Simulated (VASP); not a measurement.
Wanted: the native input for a VASP 6.6.1 run.

* Task: single point
* Functional: PBEsol
* Potentials or basis: VASP PAW PBE potentials, release 64 (Al, N)
* Cutoff: 600 eV
* k mesh: 10 × 6 × 10
* Occupations: gaussian, width 0.02 eV
* Spin: no spin polarisation
* Dipole correction: no
* Further INCAR settings: ALGO = Normal; EDIFF = 1e-06; NBANDS = 16

The structure of AlN lies in POSCAR:

```
AlN
1.0
    3.1825784856      0.0000000000      0.0000000000
    0.0000000000      5.1854260791      0.0000000000
    1.5912892428      0.0000000000      2.5988139424
Al N
2 2
Direct
    0.3333333333      0.0009968501      0.3333333333
    0.6666666667      0.5009968501      0.6666666667
    0.3333333333      0.6190031499      0.3333333333
    0.6666666667      0.1190031499      0.6666666667
```

These files were run (other wordings do the same):

INCAR

```
SYSTEM = AlN
PREC = Accurate
ENCUT = 600
EDIFF = 1E-6
ISMEAR = 0
SIGMA = 0.02
LREAL = .FALSE.
LASPH = .TRUE.
NELM = 120
ALGO = Normal
ISIF = 2
LWAVE = .FALSE.
LCHARG = .FALSE.
GGA = PS
NBANDS = 16
GGA_COMPAT = .FALSE.
```

KPOINTS

```
Automatic mesh
0
G
  10 6 10
  0 0 0
```

Potentials or basis: VASP PAW PBE potentials, release 64 (Al, N).

Launch:

```console
$ cat potpaw_PBE.64/Al/POTCAR potpaw_PBE.64/N/POTCAR > POTCAR
$ mpirun -np 1 vasp_std > vasp.out
```

Results of the run:

| Item | Value |
| --- | --- |
| Pressure | -3.6 GPa |
| Largest force | 0.825 eV/Å |
| Band gap on the k mesh | 3.80 eV, direct |

Caveat: the PAW data sets were made with another functional, which shifts forces and pressure a little.

Wall time 75 s on 1 thread of Intel Xeon 6975P-C (shared host), peak memory 0.23 GiB.
